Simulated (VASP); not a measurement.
Write the native input for VASP 6.6.1 that does the following.

| Quantity | Value |
| --- | --- |
| Task | single point |
| Functional | PBEsol |
| Potentials or basis | VASP PAW PBE potentials, release 64 (Os) |
| Cutoff | 520 eV |
| k mesh | 18 × 18 × 10 |
| Occupations | gaussian, width 0.05 eV |
| Spin | no spin polarisation |
| Dipole correction | no |
| Further INCAR settings | ALGO = Normal; EDIFF = 1e-06; NBANDS = 15 |

The structure of Os lies in POSCAR:

```
Os
1.0
    2.7267727410      0.0000000000      0.0000000000
   -1.3633863705      2.3614544640      0.0000000000
    0.0000000000      0.0000000000      4.3142450885
Os
2
Direct
    0.3333333333      0.6666666667      0.7500000000
    0.6666666667      0.3333333333      0.2500000000
```

The input as run:

INCAR

```
SYSTEM = Os
ALGO     = Normal         ! electronic algorithm
EDIFF    = 1E-6           ! SCF threshold, eV
ENCUT    = 520            ! plane-wave cutoff, eV
GGA      = PS             ! functional
ISIF     = 2              ! what is computed and relaxed
ISMEAR   = 0              ! smearing method
LASPH    = .True.         ! aspherical terms in the spheres
LCHARG   = .False.        ! write CHGCAR
LREAL    = .False.        ! projectors in reciprocal space
LWAVE    = .False.        ! write WAVECAR
NBANDS   = 15             ! bands
NELM     = 100            ! most SCF steps
PREC     = Accurate       ! precision mode
SIGMA    = 0.05           ! smearing width, eV
```

KPOINTS

```
k-points
0
Gamma
  18 18 10
  0 0 0
```

Potentials or basis: VASP PAW PBE potentials, release 64 (Os).

The run is started by

```sh
$ cat potpaw_PBE.64/Os/POTCAR > POTCAR
$ mpirun -np 1 vasp_std > vasp.out
```

It gave:

```
Pressure               : 0.5 GPa
Band gap on the k mesh : zero (bands 8 and 9 overlap by 4.00 eV)
```

Caveat: the PAW data sets were made with another functional, which shifts forces and pressure a little; spin-orbit coupling is left out, which moves the levels of the heavy elements.

It took 38 s on 1 thread of AMD EPYC 9R14 (Zen 4), on a shared host, peak memory 0.17 GiB.
